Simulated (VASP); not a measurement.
Input of a VASP 6.6.1 run:

File INCAR:

```
ALGO = Normal
EDIFF = 1E-6
ENCUT = 520
GGA = PE
ISIF = 2
ISMEAR = 0
LASPH = True
LCHARG = False
LREAL = False
LWAVE = False
NBANDS = 16
NELM = 100
PREC = Accurate
SIGMA = 0.01
```

KPOINTS

```
k-points
0
Gamma
  4 4 4
```

File POSCAR:

```
CdS
1.0
    0.0000000000      2.9392148430      2.8216462493
    2.9392148430      0.0000000000      2.8216462493
    2.9392148430      2.9392148430      0.0000000000
Cd S
1 1
Direct
    0.0000000000      0.0000000000      0.0000000000
    0.2500000000      0.2500000000      0.2500000000
```

Potentials or basis: VASP PAW PBE potentials, release 64 (Cd, S).

Run with:

```console
$ cat potpaw_PBE.64/Cd/POTCAR potpaw_PBE.64/S/POTCAR > POTCAR
$ mpirun -np 1 vasp_std > vasp.out
```

Q: What does it give for the band gap on the k mesh?

A: 1.10 eV.

Q: What does it give for the pressure?

A: 4.6 GPa.

Stress tensor (GPa, compression positive):
```
4.38 0.00 0.00
0.00 4.38 0.00
0.00 0.00 4.92
```

Caveat: the k points lie up to 0.47 Å⁻¹ apart; the cell differs from its parent crystal (uniaxial z strain -4.0%).
